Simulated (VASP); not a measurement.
# Re: single point with LDA

Re:

```
CELL_PARAMETERS angstrom
0.00000 1.93503 1.93503
1.93503 0.00000 1.93503
1.93503 1.93503 0.00000
ATOMIC_POSITIONS crystal
Re 0.00000 0.00000 0.00000
```

This cell differs from its parent crystal: volume scaled by 0.9405.

```json
{"Program": "VASP 6.6.1", "Task": "single point", "Functional": "LDA", "Potentials or basis": "VASP PAW LDA potentials, release 64 (Re)", "Cutoff": "520 eV", "k mesh": "14 × 14 × 14", "Occupations": "fermi-dirac, width 0.03 eV", "Spin": "no spin polarisation"}
```

```json
{"Pressure": "-1.9 GPa"}
```

Levels at points of the mesh, in eV from the Fermi level:
| k point | band 2 | band 3 | band 4 | band 5 | band 6 | band 7 |
| --- | --- | --- | --- | --- | --- | --- |
| (0.00, 0.00, 0.00) | -1.96 | -1.96 | -1.96 | 1.29 | 1.29 | 13.99 |
| (0.50, 0.00, 0.00) | -2.18 | -2.18 | 0.39 | 3.93 | 3.93 | 10.24 |
| (0.50, 0.50, 0.00) | -6.08 | 3.01 | 3.87 | 4.70 | 4.70 | 12.48 |

Run time: 23 s on 1 thread of Intel Xeon 6975P-C, with other jobs on the host, peak memory 0.13 GiB.

Caveat: spin-orbit coupling is left out, which moves the levels of the heavy elements.
